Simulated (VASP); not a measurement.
# TiAl3 in VASP: a series of runs, part 2 of 2

VASP 6.6.1. Earlier steps stand in the parts before.

## Step 4: Relaxation of cell and atoms, r2SCAN, target pressure 90 GPa, at which the enthalpy is minimised

This run uses another cell than the first one, of 11.01 Å³/atom, 0.711 times its volume.

POSCAR

```
TiAl3
1.0
    3.5313194737      0.0000000000      0.0000000000
    0.0000000000      3.5313194737      0.0000000000
    0.0000000000      0.0000000000      3.5313194737
Ti Al
1 3
Direct
    0.0000000000      0.0000000000      0.0000000000
    0.5000000000      0.5000000000      0.0000000000
    0.5000000000      0.0000000000      0.5000000000
    0.0000000000      0.5000000000      0.5000000000
```

INCAR.step1

```
SYSTEM = TiAl3
PREC     = Accurate       ! precision mode
ENCUT    = 600            ! plane-wave cutoff, eV
ISMEAR   = 0              ! smearing method
SIGMA    = 0.1            ! smearing width, eV
LREAL    = .FALSE.        ! projectors in reciprocal space
LASPH    = .TRUE.         ! aspherical terms in the spheres
NELM     = 80             ! most SCF steps
GGA      = PE             ! functional
ALGO     = Normal         ! electronic algorithm
EDIFF    = 1E-4           ! SCF threshold, eV
LWAVE    = .TRUE.         ! write WAVECAR
LCHARG   = .FALSE.        ! write CHGCAR
```

INCAR.step2

```
SYSTEM = TiAl3
PREC     = Accurate       ! precision mode
ENCUT    = 600            ! plane-wave cutoff, eV
EDIFF    = 1E-6           ! SCF threshold, eV
ISMEAR   = 0              ! smearing method
SIGMA    = 0.1            ! smearing width, eV
LREAL    = .FALSE.        ! projectors in reciprocal space
LASPH    = .TRUE.         ! aspherical terms in the spheres
NELM     = 80             ! most SCF steps
ALGO     = Normal         ! electronic algorithm
ISIF     = 3              ! what is computed and relaxed
LWAVE    = .FALSE.        ! write WAVECAR
LCHARG   = .FALSE.        ! write CHGCAR
METAGGA  = R2SCAN         ! meta-GGA
LMIXTAU  = .TRUE.       
IBRION   = 2              ! ionic algorithm
NSW      = 70             ! ionic steps
EDIFFG   = -0.008         ! ionic threshold
PSTRESS  = 900.0        
ISTART   = 1
```

KPOINTS

```
regular mesh
0
G
  12 12 12
  0 0 0
```

Potentials or basis: VASP PAW PBE potentials, release 64 (Ti_sv, Al).

Run with:

```sh
$ cat potpaw_PBE.64/Ti_sv/POTCAR potpaw_PBE.64/Al/POTCAR > POTCAR
$ cp INCAR.step1 INCAR
$ mpirun -np 1 vasp_std > vasp.out
$ cp INCAR.step2 INCAR
$ mpirun -np 1 vasp_std > vasp.out
```

OUTCAR:

```text
SYSTEM = TiAl3
   PREC = Accurate
   ENCUT = 600
   EDIFF = 1E-6
   ISMEAR = 0
   LREAL = .FALSE.
   LASPH = .TRUE.
   NELM = 80
   ISIF = 3
   METAGGA = R2SCAN
   IBRION = 2
   NSW = 70
   EDIFFG = -0.008
   PSTRESS = 900.0
   ISTART = 1

 ion  position               nearest neighbor table
   1  0.000  0.000  0.000-   2 2.50   3 2.50   4 2.50   3 2.50   4 2.50   2 2.50   4 2.50   4 2.50
                             2 2.50   3 2.50   3 2.50   2 2.50
   2  0.500  0.500  0.000-   1 2.50   3 2.50   4 2.50   3 2.50   4 2.50   1 2.50   3 2.50   3 2.50
                             1 2.50   4 2.50   4 2.50   1 2.50
   3  0.500  0.000  0.500-   1 2.50   2 2.50   4 2.50   1 2.50   2 2.50   2 2.50   4 2.50   2 2.50
                             1 2.50   4 2.50   1 2.50   4 2.50
   4  0.000  0.500  0.500-   1 2.50   2 2.50   3 2.50   1 2.50   2 2.50   1 2.50   3 2.50   1 2.50
                             2 2.50   3 2.50   2 2.50   3 2.50

  LATTYP: Found a simple cubic cell.
[... 321 lines left out ...]
 fundamental gap:      0.0048236180
 Fermi energy:        13.8036577982

 k-point     1 :       0.0000    0.0000    0.0000
  band No.  band energies     occupation
      1     -44.5009      2.00000
      2     -19.9312      2.00000
      3     -19.9312      2.00000
      4     -19.9312      2.00000
      5       0.0143      2.00000
      6       9.5172      2.00000
      7       9.5172      2.00000
      8      11.4024      2.00000
      9      11.4024      2.00000
     10      11.4024      2.00000
     11      13.7948      1.10017
     12      13.7948      1.10015
     13      13.7948      1.10014
     14      14.0962      0.00004
[... 377 lines left out ...]
      1     -44.4889      2.00000
      2     -20.0317      2.00000
      3     -20.0079      2.00000
      4     -19.9187      2.00000
      5       3.3323      2.00000
      6       5.7469      2.00000
      7       7.3572      2.00000
      8       9.1465      2.00000
      9      11.4167      2.00000
     10      12.2246      2.00000
     11      14.3561      0.00000
     12      15.2974      0.00000
     13      15.7317      0.00000
     14      16.1582      0.00000

 [... further k-points ...]
[... 5 lines left out ...]
  --------------------------------------------------------------------------------------
  -------------------------------------------------------------------------------------
  Total       23.8521174     23.8521174     23.8521174     -0.0000000     -0.0000000      0.0000000
  in kB      899.6342300    899.6342300    899.6342300     -0.0000000     -0.0000000      0.0000000
  external PRESSURE =      -0.3657700 kB  Pullay stress =     900.0000000 kB
[... 23 lines left out ...]
  energy  without entropy=      -30.7891672944  energy(sigma->0) =      -30.79368306

  enthalpy is  TOTEN    =        -6.9363836919 eV   P V=       23.8618151368

 reached required accuracy - stopping structural energy minimisation
```

OSZICAR.step1:

```text
N       E                     dE             d eps       ncg     rms          rms(c)
DAV:   1     0.150451587071E+03    0.15045E+03   -0.10770E+04  2352   0.165E+03
DAV:   2    -0.615733800304E+01   -0.15661E+03   -0.15464E+03  2376   0.395E+02
DAV:   3    -0.182540414186E+02   -0.12097E+02   -0.11715E+02  3886   0.902E+01
DAV:   4    -0.185464253739E+02   -0.29238E+00   -0.29150E+00  2688   0.143E+01
DAV:   5    -0.185564781701E+02   -0.10053E-01   -0.10051E-01  3564   0.255E+00    0.174E+01
DAV:   6    -0.174804408831E+02    0.10760E+01   -0.16930E+01  2972   0.418E+01    0.637E+00
DAV:   7    -0.171723024033E+02    0.30814E+00   -0.36865E+00  2808   0.193E+01    0.548E+00
DAV:   8    -0.171438986184E+02    0.28404E-01   -0.39474E-01  2996   0.665E+00    0.756E-01
DAV:   9    -0.171402411474E+02    0.36575E-02   -0.76677E-02  2874   0.300E+00    0.375E-01
DAV:  10    -0.171407690498E+02   -0.52790E-03   -0.20559E-03  2838   0.518E-01    0.232E-01
DAV:  11    -0.171405827320E+02    0.18632E-03   -0.60900E-03  2984   0.781E-01    0.148E-01
DAV:  12    -0.171404579735E+02    0.12476E-03   -0.95808E-04  2804   0.325E-01    0.119E-02
DAV:  13    -0.171404594043E+02   -0.14309E-05   -0.12157E-05  1206   0.384E-02
   1 F= -.17140459E+02 E0= -.17135508E+02  d E =-.990240E-02
```

Run time: 15 min. Hardware: 1 thread of Oxide Virtual Turin-like, shared host; peak memory 0.18 GiB.

What came out:

```
Free energy                                            : -30.7982 eV
Relaxed volume                                         : 10.62 Å³/atom
Relaxed cell                                           : a = 3.489 Å, b = 3.489 Å, c = 3.489 Å, α = 90.00°, β = 90.00°, γ = 90.00°
Space group after relaxing (to 0.05 Å)                 : Pm-3m (No. 221)
Energy change on relaxing (the enthalpy is what falls) : +201.1 meV/atom
Ionic steps                                            : 4
Pressure after relaxing                                : 90.0 GPa
```

Step by step:
| step | energy change (eV) | largest force (eV/Å) | pressure (GPa) | volume (Å³) |
| --- | --- | --- | --- | --- |
| 1 | 0.0000 | 0.0000 | 76.06 | 44.04 |
| 2 | 3.8231 | 0.0000 | 140.28 | 38.21 |
| 3 | 0.7760 | 0.0000 | 89.48 | 42.53 |
| 4 | 0.8045 | 0.0000 | 89.96 | 42.48 |

Final structure:
```xyz
4
Lattice="3.4892 0.0000 0.0000 0.0000 3.4892 0.0000 0.0000 0.0000 3.4892" Properties=species:S:1:pos:R:3 pbc="T T T"
Ti    0.0000    0.0000    0.0000
Al    1.7446    1.7446    0.0000
Al    1.7446    0.0000    1.7446
Al    0.0000    1.7446    1.7446
```

Caveat: the cell is relaxed towards a set pressure, so the enthalpy falls and the energy may rise; the PAW data sets were made with another functional, which shifts forces and pressure a little.

## Step 5: Single point, r2SCAN (biaxial strain in the a-b plane: +2.0 %, then relaxed in part)

POSCAR

```
TiAl3
1.0
    4.0347846750      0.0000000000      0.0000000000
    0.0000000000      4.0347846750      0.0000000000
    0.0000000000      0.0000000000      3.9020545381
Ti Al
1 3
Direct
    0.0000000000      0.0000000000      0.0000000000
    0.5000000000      0.5000000000      0.0000000000
    0.5000000000      0.0000000000      0.5000000000
    0.0000000000      0.5000000000      0.5000000000
```

INCAR.step1

```
SYSTEM = TiAl3
ALGO = Normal
EDIFF = 1E-4
ENCUT = 520
GGA = PE
ISMEAR = 0
LASPH = .TRUE.
LCHARG = .FALSE.
LREAL = .FALSE.
LWAVE = .TRUE.
NBANDS = 18
NELM = 80
PREC = Accurate
SIGMA = 0.1
```

INCAR.step2

```
SYSTEM = TiAl3
ALGO = Normal
EDIFF = 1E-6
ENCUT = 520
ISIF = 2
ISMEAR = 0
ISTART = 1
LASPH = .TRUE.
LCHARG = .FALSE.
LMIXTAU = .TRUE.
LREAL = .FALSE.
LWAVE = .FALSE.
METAGGA = R2SCAN
NBANDS = 18
NELM = 80
PREC = Accurate
SIGMA = 0.1
```

KPOINTS

```
k-points
0
G
  14 14 14
  0 0 0
```

Potentials or basis: VASP PAW PBE potentials, release 64 (Ti_sv, Al).

Run with:

```sh
$ cat potpaw_PBE.64/Ti_sv/POTCAR potpaw_PBE.64/Al/POTCAR > POTCAR
$ cp INCAR.step1 INCAR
$ mpirun -np 1 vasp_std > vasp.out
$ cp INCAR.step2 INCAR
$ mpirun -np 1 vasp_std > vasp.out
```

OUTCAR:

```text
SYSTEM = TiAl3
   EDIFF = 1E-6
   ENCUT = 520
   ISIF = 2
   ISMEAR = 0
   ISTART = 1
   LASPH = .TRUE.
   LREAL = .FALSE.
   METAGGA = R2SCAN
   NELM = 80
   PREC = Accurate

 ion  position               nearest neighbor table
   1  0.000  0.000  0.000-   3 2.81   4 2.81   3 2.81   4 2.81   4 2.81   4 2.81   3 2.81   3 2.81
                             2 2.85   2 2.85   2 2.85   2 2.85
   2  0.500  0.500  0.000-   3 2.81   4 2.81   3 2.81   4 2.81   3 2.81   3 2.81   4 2.81   4 2.81
                             1 2.85   1 2.85   1 2.85   1 2.85
   3  0.500  0.000  0.500-   1 2.81   2 2.81   1 2.81   2 2.81   2 2.81   2 2.81   1 2.81   1 2.81
                             4 2.85   4 2.85   4 2.85   4 2.85
   4  0.000  0.500  0.500-   1 2.81   2 2.81   1 2.81   2 2.81   1 2.81   1 2.81   2 2.81   2 2.81
                             3 2.85   3 2.85   3 2.85   3 2.85

  LATTYP: Found a simple tetragonal cell.
 ALAT       =     4.0347846750
 C/A-ratio  =     0.9671035390

  Lattice vectors:

 A1 = (   4.0347846750,   0.0000000000,   0.0000000000)
 A2 = (   0.0000000000,   4.0347846750,   0.0000000000)
[... 174 lines left out ...]
  ext. energy  EPLUGINS =         0.00000000
  ---------------------------------------------------
  free energy    TOTEN  =       -34.78775980 eV

  energy without entropy =      -34.77737589  energy(sigma->0) =      -34.78256784

 E-fermi :   8.8844     XC(G=0): -11.4811

 val. band max:        8.8780792622   @ k =   0.0714   0.0000   0.5000
 cond. band min:       8.8850196520   @ k =   0.5000   0.1429   0.2857
 fundamental gap:      0.0069403898
 Fermi energy:         8.8843586931

 k-point     1 :       0.0000    0.0000    0.0000
  band No.  band energies     occupation
      1     -50.5216      2.00000
      2     -25.7879      2.00000
      3     -25.7879      2.00000
      4     -25.7611      2.00000
      5      -2.4502      2.00000
      6       5.5668      2.00000
[... 481 lines left out ...]
      5      -0.8179      2.00000
      6       1.9722      2.00000
[... 10 lines left out ...]
     17      13.7139      0.00000
     18      14.3036      0.00000

 [... further k-points ...]
[... 5 lines left out ...]
  --------------------------------------------------------------------------------------
  -------------------------------------------------------------------------------------
  Total       -1.6860045     -1.6860045     -0.0391477      0.0000000      0.0000000      0.0000000
  in kB      -42.5241113    -42.5241113     -0.9873754      0.0000000      0.0000000      0.0000000
  external PRESSURE =     -28.6785327 kB  Pullay stress =       0.0000000 kB

 VOLUME and BASIS-vectors are now :
 -----------------------------------------------------------------------------
  energy-cutoff  :      520.00
  volume of cell :       63.52
      direct lattice vectors                 reciprocal lattice vectors
     4.034784675  0.000000000  0.000000000     0.247844701  0.000000000  0.000000000
     0.000000000  4.034784675  0.000000000     0.000000000  0.247844701  0.000000000
     0.000000000  0.000000000  3.902054538     0.000000000  0.000000000  0.256275249

 POSITION                                       TOTAL-FORCE (eV/Angst)
 -----------------------------------------------------------------------------------
      0.00000      0.00000      0.00000         0.000000      0.000000      0.000000
      2.01739      2.01739      0.00000         0.000000      0.000000      0.000000
      2.01739      0.00000      1.95103         0.000000      0.000000      0.000000
      0.00000      2.01739      1.95103         0.000000      0.000000      0.000000
 -----------------------------------------------------------------------------------
    total drift:                               -0.000000     -0.000000     -0.000000

  FREE ENERGIE OF THE ION-ELECTRON SYSTEM (eV)
  ---------------------------------------------------
  free  energy   TOTEN  =       -34.7877597963 eV

  energy  without entropy=      -34.7773758906  energy(sigma->0) =      -34.78256784
```

OUTCAR.step1:

```text
SYSTEM = TiAl3
   EDIFF = 1E-4
   ENCUT = 520
   GGA = PE
   ISMEAR = 0
[... 737 lines left out ...]
      0.00000      0.00000      0.00000         0.000000      0.000000      0.000000
      2.01739      2.01739      0.00000         0.000000      0.000000      0.000000
      2.01739      0.00000      1.95103         0.000000      0.000000      0.000000
      0.00000      2.01739      1.95103         0.000000      0.000000      0.000000
 -----------------------------------------------------------------------------------
    total drift:                               -0.000000     -0.000000      0.000000

  FREE ENERGIE OF THE ION-ELECTRON SYSTEM (eV)
  ---------------------------------------------------
  free  energy   TOTEN  =       -20.5363006286 eV

  energy  without entropy=      -20.5246456596  energy(sigma->0) =      -20.53047314
```

It took 15 min on 1 thread of Oxide Virtual Turin-like, shared host; peak memory 0.37 GiB.

Results:

```yaml
Free_energy: -34.7878 eV
Pressure: -2.9 GPa
```

Stress tensor (GPa, compression positive):
```
-4.25  0.00  0.00
 0.00 -4.25  0.00
 0.00  0.00 -0.10
```

Levels at points of the mesh, in eV from the Fermi level:
```csv
k point,band 7,band 8,band 9,band 10,band 11,band 12,band 13,band 14
"(0.00, 0.00, 0.00)",-3.00,-2.54,-2.54,-2.00,0.08,0.17,0.17,0.68
"(0.50, 0.00, 0.00)",-2.53,-2.19,-2.16,0.40,0.47,0.81,0.98,1.03
"(0.50, 0.50, 0.00)",-6.58,-5.34,-1.19,-1.19,0.81,0.97,1.24,1.35
"(0.00, 0.00, 0.50)",-2.49,-2.49,-2.29,0.39,0.54,0.54,0.90,1.36
"(0.50, 0.00, 0.50)",-6.36,-5.33,-1.46,-1.35,0.52,0.99,1.03,1.47
"(0.50, 0.50, 0.50)",-5.32,-5.30,-3.87,-3.87,-3.72,0.17,1.33,1.54
```

Caveat: the cell differs from its parent crystal (biaxial strain in the a-b plane: +2.0 %, then relaxed in part); the PAW data sets were made with another functional, which shifts forces and pressure a little.

## Step 6: Single point, r2SCAN (biaxial strain in the a-b plane: +2.0 %)

POSCAR: that of step 5 with these lines changed.

```diff
@@ -4,3 +4,3 @@
     0.0000000000      4.0347846750      0.0000000000
-    0.0000000000      0.0000000000      3.9020545381
+    0.0000000000      0.0000000000      3.9082031950
 Ti Al
```

INCAR.step1

```
ALGO = Normal
EDIFF = 1E-4
ENCUT = 520
GGA = PE
ISMEAR = 0
LASPH = T
LCHARG = F
LREAL = F
LWAVE = T
NBANDS = 18
NELM = 60
PREC = Accurate
SIGMA = 0.1
```

INCAR.step2

```
ALGO = Normal
EDIFF = 1E-7
ENCUT = 520
ISIF = 2
ISMEAR = 0
ISTART = 1
LASPH = T
LCHARG = F
LMIXTAU = T
LREAL = F
LWAVE = F
METAGGA = R2SCAN
NBANDS = 18
NELM = 60
PREC = Accurate
SIGMA = 0.1
```

KPOINTS

```
k-points
0
Gamma
  14 14 14
```

Potentials or basis: VASP PAW PBE potentials, release 64 (Ti_sv, Al).

Run with:

```sh
$ cat potpaw_PBE.64/Ti_sv/POTCAR potpaw_PBE.64/Al/POTCAR > POTCAR
$ cp INCAR.step1 INCAR
$ mpirun -np 1 vasp_std > vasp.out
$ cp INCAR.step2 INCAR
$ mpirun -np 1 vasp_std > vasp.out
```

It took 28 min on 1 thread of Oxide Virtual Turin-like, shared host; peak memory 0.38 GiB.

The run converged. Its results:

| Item | Value |
| --- | --- |
| Free energy | -34.7876 eV |
| Pressure | -3.0 GPa |

Stress tensor (GPa, compression positive):
```
-4.35  0.00  0.00
 0.00 -4.35  0.00
 0.00  0.00 -0.41
```

Levels at points of the mesh, in eV from the Fermi level:
```csv
k point,band 8,band 9,band 10,band 11,band 12,band 13
"(0.00, 0.00, 0.00)",-2.54,-2.54,-2.01,0.09,0.17,0.17
"(0.50, 0.00, 0.00)",-2.19,-2.17,0.40,0.48,0.82,0.96
"(0.50, 0.50, 0.00)",-5.34,-1.20,-1.20,0.80,0.97,1.25
"(0.00, 0.00, 0.50)",-2.48,-2.28,0.39,0.54,0.54,0.90
"(0.50, 0.00, 0.50)",-5.32,-1.45,-1.35,0.52,0.99,1.03
"(0.50, 0.50, 0.50)",-5.30,-3.87,-3.87,-3.73,0.17,1.33
```

Caveat: the cell differs from its parent crystal (biaxial strain in the a-b plane: +2.0 %); the PAW data sets were made with another functional, which shifts forces and pressure a little.

## Step 7: Summary

| task | cell | k mesh | cutoff (eV) | gap on the mesh (eV) | pressure (GPa) |
| --- | --- | --- | --- | --- | --- |
| relaxation of cell and atoms | relaxed from a = 3.956 Å, 4 atoms | 10 × 10 × 10 | 600 | none | 0.0 |
| relaxation of cell and atoms | relaxed to -1 GPa from a = 3.968 Å, 4 atoms | 10 × 10 × 10 | 600 | none | -1.0 |
| relaxation of cell and atoms | relaxed to 90 GPa from a = 3.531 Å, 4 atoms | 12 × 12 × 12 | 600 | none | 90.0 |
| single point | a = 4.035, b = 4.035, c = 3.902 Å, 4 atoms | 14 × 14 × 14 | 520 | none | -2.9 |
| single point | a = 4.035, b = 4.035, c = 3.908 Å, 4 atoms | 14 × 14 × 14 | 520 | none | -3.0 |

Alike in all rows: level r2SCAN; potentials or basis VASP PAW PBE potentials, release 64 (Ti_sv, Al); no spin polarisation; smearing gaussian 0.1 eV.

Caveats: the PAW data sets were made with another functional, which shifts forces and pressure a little; the cell is relaxed towards a set pressure, so the enthalpy falls and the energy may rise (some runs).

Absolute energies hang on the potentials; compare differences alone.
